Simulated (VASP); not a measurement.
Here is a VASP 6.6.1 calculation.

File POSCAR:

```
Sn
1.0
    0.0000000000      3.6432462238      2.5757750802
    3.6432462238      0.0000000000      2.5757750802
    3.6432462238      3.6432462238      0.0000000000
Sn
2
Direct
    0.5000000000      0.5000000000      0.5000000000
    0.7500000000      0.7500000000      0.7500000000
```

Contents of INCAR.step1:

```
  PREC = Accurate
  ENCUT = 520
  ISMEAR = 0
  SIGMA = 0.15
  LREAL = F
  LASPH = T
  NELM = 60
  NBANDS = 21
  GGA = PE
  ALGO = Normal
  EDIFF = 1E-4
  LWAVE = T
  LCHARG = F
```

Contents of INCAR.step2:

```
  PREC = Accurate
  ENCUT = 520
  EDIFF = 1E-7
  ISMEAR = 0
  SIGMA = 0.15
  LREAL = F
  LASPH = T
  NELM = 60
  ALGO = Normal
  ISIF = 2
  LWAVE = F
  LCHARG = T
  METAGGA = R2SCAN
  LMIXTAU = T
  LELF = T
  LVHAR = T
  NBANDS = 21
  ISTART = 1
```

File KPOINTS:

```
regular mesh
0
Gamma
  14 14 14
```

Potentials or basis: VASP PAW PBE potentials, release 64 (Sn_d).

Run with:

```console
$ cat potpaw_PBE.64/Sn_d/POTCAR > POTCAR
$ cp INCAR.step1 INCAR
$ mpirun -np 1 vasp_std > vasp.out
$ cp INCAR.step2 INCAR
$ mpirun -np 1 vasp_std > vasp.out
```

(1) Predict the band gap on the k mesh.

(2) Estimate the pressure.

Results:

(1) zero (bands 14 and 15 overlap by 1.46 eV).

(2) -0.3 GPa.

Caveat: the PAW data sets were made with another functional, which shifts forces and pressure a little; spin-orbit coupling is left out, which moves the levels of the heavy elements.
